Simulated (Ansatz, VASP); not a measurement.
**One calculation of MoS2, two programs**

File INCAR:

```
SYSTEM = MoS2
ALGO = Normal
EDIFF = 1E-6
ENCUT = 500
GGA = PE
GGA_COMPAT = .FALSE.
ISIF = 2
ISMEAR = 1
LASPH = .TRUE.
LCHARG = .FALSE.
LREAL = .FALSE.
LWAVE = .FALSE.
NBANDS = 35
NELM = 120
PREC = Accurate
SIGMA = 0.1
```

KPOINTS

```
k-points
0
G
  9 9 2
  0 0 0
```

Contents of POSCAR:

```
MoS2
1.0
    3.1690000000      0.0000000000      0.0000000000
   -1.5845000000      2.7444300000      0.0000000000
    0.0000000000      0.0000000000     12.3240000000
Mo S
2 4
Direct
    0.3333333333      0.6666666667      0.2500000000
    0.6666666667      0.3333333333      0.7500000000
    0.3333333333      0.6666666667      0.6230000000
    0.6666666667      0.3333333333      0.1230000000
    0.3333333333      0.6666666667      0.8770000000
    0.6666666667      0.3333333333      0.3770000000
```

Input for Ansatz:

```yaml
crystal:
  lattice:
    - [3.169, 0.0, 0.0]
    - [-1.5845, 2.74443, 0.0]
    - [0.0, 0.0, 12.324]
  atoms:
    - { symbol: Mo, position: [0.3333333333333333, 0.6666666666666666, 0.25] }
    - { symbol: Mo, position: [0.6666666666666666, 0.3333333333333333, 0.75] }
    - { symbol: S, position: [0.3333333333333333, 0.6666666666666666, 0.623] }
    - { symbol: S, position: [0.6666666666666666, 0.3333333333333333, 0.123] }
    - { symbol: S, position: [0.3333333333333333, 0.6666666666666666, 0.877] }
    - { symbol: S, position: [0.6666666666666666, 0.3333333333333333, 0.377] }
kpoints:
  mp_grid:
    grid: [9, 9, 2]
scf:
  occupations:
    method: cold
    width: 0.1
checkpoint:
  read: ground.run
```

Alike in both runs: task single point; functional PBE; k mesh 9 × 9 × 2; no spin polarisation.

|  | VASP | Ansatz |
| --- | --- | --- |
| version | VASP 6.6.1 | Ansatz 0.2.0 |
| potentials or method | VASP PAW PBE potentials, release 64 (Mo_sv, S) | plane waves, PAW |
| plane-wave cutoff (eV) | 500 | 420 |
| occupations | methfessel-paxton of order 1, width 0.1 eV | cold, width 0.1 eV |
| valence electrons in the cell | 52 | 52 |

Ansatz gave:

| Quantity | Value |
| --- | --- |
| gap on the k mesh at the Fermi level (eV) | 0.96 |

**Question.** What did VASP give for the same quantities?

**Answer.** gap on the k mesh at the Fermi level (eV): 0.97.
